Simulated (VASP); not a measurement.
A run of VASP 6.6.1 is set up as follows.

The input INCAR:

```
  ALGO = Normal
  EDIFF = 1E-6
  EDIFFG = -0.005
  ENCUT = 600
  GGA = PE
  IBRION = 2
  ISIF = 3
  ISMEAR = -1
  LASPH = T
  LCHARG = F
  LREAL = F
  LWAVE = F
  NELM = 60
  NSW = 60
  PREC = Accurate
  SIGMA = 0.05
```

The input KPOINTS:

```
k-points
0
Gamma
  12 12 12
```

POSCAR

```
CdSe
1.0
    3.1053142479      0.0000000000      0.0000000000
    0.0000000000      3.1053142479      0.0000000000
    0.0000000000      0.0000000000      3.1053142479
Cd Se
1 1
Direct
    0.0000000000      0.0000000000      0.0000000000
    0.5000000000      0.5000000000      0.5000000000
```

Potentials or basis: VASP PAW PBE potentials, release 64 (Cd, Se).

The run is started by

```console
$ cat potpaw_PBE.64/Cd/POTCAR potpaw_PBE.64/Se/POTCAR > POTCAR
$ mpirun -np 1 vasp_std > vasp.out
```

Task: Estimate the relaxed cell.

Result: a = 3.560 Å, b = 3.560 Å, c = 3.560 Å, α = 90.00°, β = 90.00°, γ = 90.00°.

Task: What does it give for the space group after relaxing (to 0.1 Å)?

Result: Pm-3m (No. 221).

Task: What does it give for the relaxed volume?

Result: 22.57 Å³/atom.

Final structure:
```yaml
crystal:
  lattice:
    - [3.56044, 0.00000, 0.00000]
    - [0.00000, 3.56044, 0.00000]
    - [0.00000, 0.00000, 3.56044]
  atoms:
    - { symbol: Cd, position: [0.00000, 0.00000, 0.00000] }
    - { symbol: Se, position: [0.50000, 0.50000, 0.50000] }
```

Caveat: the volume moved by over 15 % at a fixed basis, so the end points are rough.
